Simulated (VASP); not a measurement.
Here is a VASP 6.6.1 calculation.

Contents of INCAR:

```
PREC     = Accurate       # precision mode
ENCUT    = 520            # plane-wave cutoff, eV
EDIFF    = 1E-7           # SCF threshold, eV
ISMEAR   = 0              # smearing method
SIGMA    = 0.01           # smearing width, eV
LREAL    = F              # projectors in reciprocal space
LASPH    = T              # aspherical terms in the spheres
NELM     = 60             # most SCF steps
ALGO     = Normal         # electronic algorithm
ISIF     = 2              # what is computed and relaxed
LWAVE    = F              # write WAVECAR
LCHARG   = F              # write CHGCAR
GGA      = PE             # functional
NBANDS   = 15             # bands
```

File KPOINTS:

```
regular mesh
0
Gamma
  3 3 3
```

The input POSCAR:

```
RbBr
1.0
    0.0000000000      3.4270000000      3.4270000000
    3.4270000000      0.0000000000      3.4270000000
    3.4270000000      3.4270000000      0.0000000000
Rb Br
1 1
Direct
    0.9936000000      0.0126600000      0.0080500000
    0.5405455967      0.4792655967      0.4589644033
```

Potentials or basis: VASP PAW PBE potentials, release 64 (Rb_sv, Br).

The run is started by

```console
$ cat potpaw_PBE.64/Rb_sv/POTCAR potpaw_PBE.64/Br/POTCAR > POTCAR
$ mpirun -np 1 vasp_std > vasp.out
```

**Question.** What does it give for the band gap on the k mesh?

**Answer.** 4.38 eV, direct.

**Question.** What does it give for the pressure?

**Answer.** 1.5 GPa.

Stress tensor (GPa, compression positive):
```
 2.52 -0.01  0.07
-0.01  0.93  0.00
 0.07  0.00  0.97
```

Caveat: the k points lie up to 0.53 Å⁻¹ apart. As with any semilocal functional, this PBE gap is likely too small.
